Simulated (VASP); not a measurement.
# C (I4/mmm) in VASP: a series of runs

Runs on C. Level: r2SCAN. Tasks: single point.

Everything below comes from runs of VASP 6.6.1. Logs are shortened: lines on timing, memory, paths and dates and some standing lists are left out, and cuts for length are marked.

### Step 1. The cell of the first run

Symmetry: I4/mmm, No. 139, tetragonal system. Conventional cell: a = 4.785 Å, b = 4.785 Å, c = 4.712 Å, α = 90.00°, β = 90.00°, γ = 90.00°. Within 1.9 Å of C (site symmetry m) lie 4 C at 1.44 to 1.56 Å.

### Step 2. Single point, r2SCAN (strain -0.015 along x and y, -0.030 along z)

Input file POSCAR:

```
C
1.0
   -2.3926722501      2.3926722501      2.3562356169
    2.3926722501     -2.3926722501      2.3562356169
    2.3926722501      2.3926722501     -2.3562356169
C
8
Direct
    0.3254551632      0.0000000000      0.0000000000
    0.6745448368      0.6745448368      0.6745448368
    0.0000000000      0.3254551632      0.0000000000
    0.0000000000      0.0000000000      0.3254551632
    0.0000000000      0.6745448368      0.0000000000
    0.3254551632      0.3254551632      0.3254551632
    0.6745448368      0.0000000000      0.0000000000
    0.0000000000      0.0000000000      0.6745448368
```

Input file INCAR.step1:

```
PREC = Accurate
ENCUT = 520
ISMEAR = 0
SIGMA = 0.05
LREAL = False
LASPH = True
NELM = 100
NBANDS = 26
GGA = PE
ALGO = Normal
EDIFF = 1E-4
LWAVE = True
LCHARG = False
```

Input file INCAR.step2:

```
PREC = Accurate
ENCUT = 520
EDIFF = 1E-6
ISMEAR = 0
SIGMA = 0.05
LREAL = False
LASPH = True
NELM = 100
ALGO = Normal
ISIF = 2
LWAVE = False
LCHARG = False
METAGGA = R2SCAN
LMIXTAU = True
NBANDS = 26
ISTART = 1
```

Input file KPOINTS:

```
regular mesh
0
Gamma
  8 8 8
```

Potentials or basis: VASP PAW PBE potentials, release 64 (C).

The run is started by

```bash
cat potpaw_PBE.64/C/POTCAR > POTCAR
cp INCAR.step1 INCAR
mpirun -np 1 vasp_std > vasp.out
cp INCAR.step2 INCAR
mpirun -np 1 vasp_std > vasp.out
```

OUTCAR:

```text
PREC = Accurate
   ENCUT = 520
   EDIFF = 1E-6
   ISMEAR = 0
   LREAL = False
   LASPH = True
   NELM = 100
   ISIF = 2
   METAGGA = R2SCAN
   ISTART = 1

 ion  position               nearest neighbor table
   1  0.325  0.000  0.000-   7 1.44   5 1.53   6 1.56   8 1.56
   2  0.675  0.675  0.675-   6 1.44   8 1.53   7 1.56   5 1.56
   3  0.000  0.325  0.000-   5 1.44   7 1.53   6 1.56   8 1.56
   4  0.000  0.000  0.325-   8 1.44   6 1.53   7 1.56   5 1.56
   5  0.000  0.675  0.000-   3 1.44   1 1.53   2 1.56   4 1.56
   6  0.325  0.325  0.325-   2 1.44   4 1.53   3 1.56   1 1.56
   7  0.675  0.000  0.000-   1 1.44   3 1.53   2 1.56   4 1.56
   8  0.000  0.000  0.675-   4 1.44   2 1.53   3 1.56   1 1.56

  LATTYP: Found a body centered tetragonal cell.
 ALAT       =     4.7853445002
 C/A-ratio  =     0.9847715736

  Lattice vectors:

 A1 = (  -2.3926722501,   2.3926722501,   2.3562356169)
 A2 = (   2.3926722501,  -2.3926722501,   2.3562356169)
 A3 = (   2.3926722501,   2.3926722501,  -2.3562356169)

Analysis of symmetry for initial positions (statically):
=====================================================================
 Subroutine PRICEL returns:
 Original cell was already a primitive cell.

 Routine SETGRP: Setting up the symmetry group for a
 body centered tetragonal supercell.

 Subroutine GETGRP returns: Found 16 space group operations
 (whereof 16 operations were pure point group operations)
 out of a pool of 16 trial point group operations.

The static configuration has the point symmetry D_4h.

Analysis of symmetry for dynamics (positions and initial velocities):
=====================================================================
 Subroutine PRICEL returns:
 Original cell was already a primitive cell.

 Routine SETGRP: Setting up the symmetry group for a
 body centered tetragonal supercell.

 Subroutine GETGRP returns: Found 16 space group operations
 (whereof 16 operations were pure point group operations)
 out of a pool of 16 trial point group operations.

The dynamic configuration has the point symmetry D_4h.

 Subroutine INISYM returns: Found 16 space group operations
 (whereof 16 operations are pure point group operations),
 and found     1 'primitive' translations

----------------------------------------------------------------------------------------

                                     Primitive cell

  volume of cell :      53.9567

  direct lattice vectors                    reciprocal lattice vectors
    -2.392672250  2.392672250  2.356235617     0.000000000  0.208971371  0.212202887
     2.392672250 -2.392672250  2.356235617     0.208971371  0.000000000  0.212202887
     2.392672250  2.392672250 -2.356235617     0.208971371  0.208971371  0.000000000

  length of vectors
     4.123300532  4.123300532  4.123300532     0.297823940  0.297823940  0.295530147

  position of ions in fractional coordinates (direct lattice)
     0.325455163  1.000000000  0.000000000
     0.674544837  0.674544837  0.674544837
     1.000000000  0.325455163  0.000000000
     0.000000000  0.000000000  0.325455163
     1.000000000  0.674544837  0.000000000
     0.325455163  0.325455163  0.325455163
     0.674544837  1.000000000  0.000000000
     0.000000000  0.000000000  0.674544837

  ion indices of the primitive-cell ions
   primitive index   ion index
                 1           1
                 2           2
                 3           3
                 4           4
                 5           5
                 6           6
                 7           7
                 8           8

----------------------------------------------------------------------------------------

 KPOINTS: regular mesh

Automatic generation of k-mesh.
 Grid dimensions read from file:
 generate k-points for:    8    8    8

 Generating k-lattice:

  Cartesian coordinates                     Fractional coordinates (reciprocal lattice)
     0.000000000  0.026121421  0.026525361     0.125000000 -0.000000000  0.000000000
     0.026121421  0.000000000  0.026525361    -0.000000000  0.125000000  0.000000000
     0.026121421  0.026121421  0.000000000     0.000000000  0.000000000  0.125000000

  Length of vectors
     0.037227992  0.037227992  0.036941268

  Shift w.r.t. Gamma in fractional coordinates (k-lattice)
     0.000000000  0.000000000  0.000000000

 Subroutine IBZKPT returns following result:
 ===========================================

 Found     59 irreducible k-points:

 Following reciprocal coordinates:
            Coordinates               Weight
  0.000000  0.000000  0.000000      1.000000
  0.125000  0.000000  0.000000      8.000000
  0.250000  0.000000  0.000000      8.000000
  0.375000 -0.000000  0.000000      8.000000
  0.500000  0.000000  0.000000      4.000000
  0.125000  0.125000  0.000000      8.000000
[... 16 lines left out ...]
  0.250000  0.125000  0.125000     16.000000
  0.375000  0.125000  0.125000      8.000000
 [... further k-points ...]
   k-points           NKPTS =     59   k-points in BZ     NKDIM =     59   number of bands    NBANDS=     26
   number of dos      NEDOS =    301   number of ions     NIONS =      8
   total plane-waves  NPLWV =  32768
   dimension x,y,z NGX =    32 NGY =   32 NGZ =   32
   dimension x,y,z NGXF=    64 NGYF=   64 NGZF=   64
   ions per type =               8
   NGX,Y,Z   is equivalent  to a cutoff of  12.90, 12.90, 12.90 a.u.
   NGXF,Y,Z  is equivalent  to a cutoff of  25.80, 25.80, 25.80 a.u.
 SYSTEM =  unknown system
   PREC   = accura    normal or accurate (medium, high low for compatibility)
   ISTART =      1    job   : 0-new  1-cont  2-samecut
   ICHARG =      0    charge: 1-file 2-atom 10-const
   ISPIN  =      1    spin polarized calculation?
   LNONCOLLINEAR =      F non collinear calculations
   LSORBIT =      F    spin-orbit coupling
   LASPH  =      T    aspherical Exc in radial PAW
   ENCUT  =  520.0 eV  38.22 Ry    6.18 a.u.   7.67  7.67  7.67*2*pi/ulx,y,z
   NELM   =    100;   NELMIN=  2; NELMDL=  0     # of ELM steps
   EDIFF  = 0.1E-05   stopping-criterion for ELM
   LREAL  =      F    real-space projection
   EDIFFG = 0.1E-04   stopping-criterion for IOM
   NSW    =      0    number of steps for IOM
   IBRION =     -1    ionic relax: 0-MD 1-quasi-New 2-CG
   NFREE  =      0    steps in history (QN), initial steepest desc. (CG)
   ISIF   =      2    stress and relaxation
   ISYM   =      2    0-nonsym 1-usesym 2-fastsym
   POTIM  = 0.5000    time-step for ionic-motion
   TEBEG  =    0.0;   TEEND  =   0.0 temperature during run
   PSTRESS=    0.0 pullay stress
   NELECT =      32.0000    total number of electrons
   NUPDOWN=      -1.0000    fix difference up-down
   EMIN   =  10.00;   EMAX   =-10.00  energy-range for DOS
   EFERMI =   0.00;   METHOD = LEGACY
   ISMEAR =     0;   SIGMA  =   0.05  broadening in eV -4-tet -1-fermi 0-gaus
   EFERMI_NEDOS =   21; number of points for ismear=-14 and -15
   IALGO  =     38    algorithm
   IMIX   =      4    mixing-type and parameters
     AMIX     =   0.40;   BMIX     =  1.00
     AMIX_MAG =   1.60;   BMIX_MAG =  1.00
  volume/ion in A,a.u.               =       6.74        45.51
  Fermi-wavevector in a.u.,A,eV,Ry     =   1.375445  2.599213 25.740154  1.891848
  Thomas-Fermi vector in A             =   2.500780
   LORBIT       =      0    0 simple, 1 ext, 2 COOP (PROOUT), +10 PAW based schemes
   METAGGA = R2SCAN    functional components
   LHFCALC =     F    Hartree Fock is set to
   AEXX    =    0.0000 exact exchange contribution
   IVDW    =     0    specifies the selected vdW correction
   LEPSILON=     F    determine dielectric tensor
   LRPA    =     F    only Hartree local field effects (RPA)
 non-spin polarized calculation
 Gauss-broadening in eV      SIGMA  =   0.05
  energy-cutoff  :      520.00
  volume of cell :       53.96
 maximum number of plane-waves:      1469
   NGX = 15   NGY = 15   NGZ = 15

 number of electron      32.0000005 magnetization

 Free energy of the ion-electron system (eV)
  ---------------------------------------------------
  ext. energy  EPLUGINS =         0.00000000
  ---------------------------------------------------
  free energy    TOTEN  =       -72.74433372 eV

  energy without entropy =      -72.74433372  energy(sigma->0) =      -72.74433372

 E-fermi :   7.7617     XC(G=0): -12.7654

 val. band max:        7.4739610162   @ k =   0.5000   0.5000   0.5000
 cond. band min:      10.6132759377   @ k =   0.1250   0.1250   0.1250
 fundamental gap:      3.1393149215
 Fermi energy:         7.7616584142

 k-point     1 :       0.0000    0.0000    0.0000
  band No.  band energies     occupation
      1     -15.5343      2.00000
      2      -6.8062      2.00000
      3      -6.8062      2.00000
      4      -6.4862      2.00000
      5      -5.7779      2.00000
      6      -5.5391      2.00000
[... 18 lines left out ...]
     25      19.8287      0.00000
     26      19.8394      0.00000

 k-point     2 :       0.1250    0.0000    0.0000
  band No.  band energies     occupation
      1     -15.4263      2.00000
      2      -7.7795      2.00000
      3      -7.3927      2.00000
      4      -6.5961      2.00000
      5      -5.7755      2.00000
      6      -5.4729      2.00000
[... 18 lines left out ...]
     25      19.7127      0.00000
     26      19.9684      0.00000

 k-point     3 :       0.2500    0.0000    0.0000
  band No.  band energies     occupation
      1     -15.1306      2.00000
      2      -9.1518      2.00000
      3      -8.0717      2.00000
      4      -6.5089      2.00000
      5      -6.0018      2.00000
      6      -5.5691      2.00000
[... 572 lines left out ...]
 k-point    23 :       0.2500    0.1250    0.1250
  band No.  band energies     occupation
      1     -14.6606      2.00000
      2     -10.1260      2.00000
      3      -8.8362      2.00000
      4      -8.0446      2.00000
      5      -4.8402      2.00000
      6      -4.4170      2.00000
[... 18 lines left out ...]
     25      20.2242      0.00000
     26      20.3983      0.00000

 k-point    24 :       0.3750    0.1250    0.1250
  band No.  band energies     occupation
      1     -14.5110      2.00000
      2     -10.3428      2.00000
      3      -9.1553      2.00000
      4      -8.0991      2.00000
      5      -4.8539      2.00000
      6      -4.3681      2.00000
[... 18 lines left out ...]
     25      20.3181      0.00000
     26      20.5628      0.00000

 [... further k-points ...]

------------------------ aborting loop because EDIFF is reached ----------------------------------------

  FORCE on cell =-STRESS in cart. coord.  units (eV):
  Direction    XX          YY          ZZ          XY          YZ          ZX
  --------------------------------------------------------------------------------------
  -------------------------------------------------------------------------------------
  Total        6.7019707      6.7019707     10.2617873      0.0000000     -0.0000000      0.0000000
  in kB      199.0068265    199.0068265    304.7112276      0.0000000     -0.0000000      0.0000000
  external PRESSURE =     234.2416269 kB  Pullay stress =       0.0000000 kB

 VOLUME and BASIS-vectors are now :
 -----------------------------------------------------------------------------
  energy-cutoff  :      520.00
  volume of cell :       53.96
      direct lattice vectors                 reciprocal lattice vectors
    -2.392672250  2.392672250  2.356235617     0.000000000  0.208971371  0.212202887
     2.392672250 -2.392672250  2.356235617     0.208971371  0.000000000  0.212202887
     2.392672250  2.392672250 -2.356235617     0.208971371  0.208971371  0.000000000

 POSITION                                       TOTAL-FORCE (eV/Angst)
 -----------------------------------------------------------------------------------
     -0.77871      0.77871      0.76685        -0.077962      0.077962      0.546517
      1.61396      1.61396      1.58939        -0.077962     -0.077962     -0.546517
      0.77871     -0.77871      0.76685         0.077962     -0.077962      0.546517
      0.77871      0.77871     -0.76685         0.077962      0.077962     -0.546517
      1.61396     -1.61396      1.58939        -0.077962      0.077962     -0.546517
      0.77871      0.77871      0.76685         0.077962      0.077962      0.546517
     -1.61396      1.61396      1.58939         0.077962     -0.077962     -0.546517
      1.61396      1.61396     -1.58939        -0.077962     -0.077962      0.546517
 -----------------------------------------------------------------------------------
    total drift:                               -0.000000     -0.000000      0.000000

  FREE ENERGIE OF THE ION-ELECTRON SYSTEM (eV)
  ---------------------------------------------------
  free  energy   TOTEN  =       -72.7443337185 eV

  energy  without entropy=      -72.7443337185  energy(sigma->0) =      -72.74433372
```

It took 5.3 min on 1 thread of AMD EPYC 7R43 (Zen 3), shared host; peak memory 0.17 GiB.

Results:

- Free energy: -72.7443 eV
- Pressure: 23.4 GPa
- Largest force: 0.558 eV/Å
- Band gap on the k mesh: 3.14 eV (least direct gap 4.00 eV)

Forces in eV/Å, atoms in the order of the input:
```
C   -0.078  0.078  0.547
C   -0.078 -0.078 -0.547
C    0.078 -0.078  0.547
C    0.078  0.078 -0.547
C   -0.078  0.078 -0.547
C    0.078  0.078  0.547
C    0.078 -0.078 -0.547
C   -0.078 -0.078  0.547
```

Stress tensor (GPa, compression positive):
```
19.90  0.00  0.00
 0.00 19.90  0.00
 0.00  0.00 30.47
```

Levels at points of the mesh, in eV from the valence-band top:
| k point | band 12 | band 13 | band 14 | band 15 | band 16 | band 17 | band 18 | band 19 | band 20 | band 21 |
| --- | --- | --- | --- | --- | --- | --- | --- | --- | --- | --- |
| (0.00, 0.00, 0.00) | -5.98 | -5.93 | -0.61 | -0.37 | -0.37 | 4.04 | 4.04 | 4.72 | 8.48 | 9.14 |
| (0.50, 0.00, 0.00) | -5.31 | -3.61 | -3.56 | -2.67 | -2.49 | 4.16 | 5.63 | 6.31 | 6.67 | 7.63 |
| (0.50, 0.50, 0.00) | -5.16 | -3.76 | -3.43 | -2.85 | -2.41 | 4.06 | 6.13 | 6.22 | 7.20 | 7.43 |
| (0.50, 0.50, 0.50) | -6.80 | -6.80 | -0.22 | -0.22 | 0.00 | 4.00 | 6.03 | 6.40 | 6.40 | 8.94 |

Caveat: the cell differs from its parent crystal (strain -0.015 along x and y, -0.030 along z); the stress differs along the axes, from 20 to 30 GPa; the PAW data sets were made with another functional, which shifts forces and pressure a little.

### Step 3. Single point, r2SCAN (strain +0.000 along x and y, -0.030 along z)

Changes to POSCAR since step 2:

```diff
@@ -2,5 +2,5 @@
 1.0
-   -2.3926722501      2.3926722501      2.3562356169
-    2.3926722501     -2.3926722501      2.3562356169
-    2.3926722501      2.3926722501     -2.3562356169
+   -2.4291088834      2.4291088834      2.3562356169
+    2.4291088834     -2.4291088834      2.3562356169
+    2.4291088834      2.4291088834     -2.3562356169
 C
```

Input file INCAR.step1:

```
  ALGO = Normal
  EDIFF = 1E-4
  ENCUT = 520
  GGA = PE
  ISMEAR = 0
  LASPH = T
  LCHARG = F
  LREAL = F
  LWAVE = T
  NBANDS = 26
  NELM = 80
  PREC = Accurate
  SIGMA = 0.05
```

Input file INCAR.step2:

```
  ALGO = Normal
  EDIFF = 1E-6
  ENCUT = 520
  ISIF = 2
  ISMEAR = 0
  ISTART = 1
  LASPH = T
  LCHARG = F
  LMIXTAU = T
  LREAL = F
  LWAVE = F
  METAGGA = R2SCAN
  NBANDS = 26
  NELM = 80
  PREC = Accurate
  SIGMA = 0.05
```

Input file KPOINTS:

```
k-points
0
Gamma
  8 8 8
```

Potentials or basis: VASP PAW PBE potentials, release 64 (C).

The run is started by

```bash
cat potpaw_PBE.64/C/POTCAR > POTCAR
cp INCAR.step1 INCAR
mpirun -np 1 vasp_std > vasp.out
cp INCAR.step2 INCAR
mpirun -np 1 vasp_std > vasp.out
```

It took 8.4 min on 1 thread of AMD EPYC 7R43 (Zen 3), shared host; peak memory 0.17 GiB.

It converged, with:

- Free energy: -72.8752 eV
- Pressure: 11.9 GPa
- Largest force: 0.757 eV/Å
- Band gap on the k mesh: 2.89 eV (least direct gap 3.84 eV)

Forces in eV/Å, atoms in the order of the input:
```
C    0.130 -0.130  0.734
C    0.130  0.130 -0.734
C   -0.130  0.130  0.734
C   -0.130 -0.130 -0.734
C    0.130 -0.130 -0.734
C   -0.130 -0.130  0.734
C   -0.130  0.130 -0.734
C    0.130  0.130  0.734
```

Stress tensor (GPa, compression positive):
```
 5.29  0.00  0.00
 0.00  5.29  0.00
 0.00  0.00 25.02
```

Levels at points of the mesh, in eV from the valence-band top:
| k point | band 12 | band 13 | band 14 | band 15 | band 16 | band 17 | band 18 | band 19 | band 20 | band 21 |
| --- | --- | --- | --- | --- | --- | --- | --- | --- | --- | --- |
| (0.00, 0.00, 0.00) | -5.95 | -5.87 | -0.92 | -0.45 | -0.45 | 3.59 | 3.59 | 4.93 | 8.19 | 8.90 |
| (0.50, 0.00, 0.00) | -5.40 | -3.70 | -3.60 | -2.67 | -2.60 | 3.99 | 5.18 | 6.17 | 6.21 | 7.39 |
| (0.50, 0.50, 0.00) | -5.19 | -3.99 | -3.35 | -3.03 | -2.44 | 3.79 | 5.80 | 6.32 | 7.07 | 7.23 |
| (0.50, 0.50, 0.50) | -6.74 | -6.74 | -0.43 | -0.43 | 0.00 | 3.84 | 5.54 | 6.23 | 6.23 | 8.47 |

Caveat: the cell differs from its parent crystal (strain +0.000 along x and y, -0.030 along z); the stress differs along the axes, from 5 to 25 GPa; the PAW data sets were made with another functional, which shifts forces and pressure a little. A k mesh can miss the band edges.
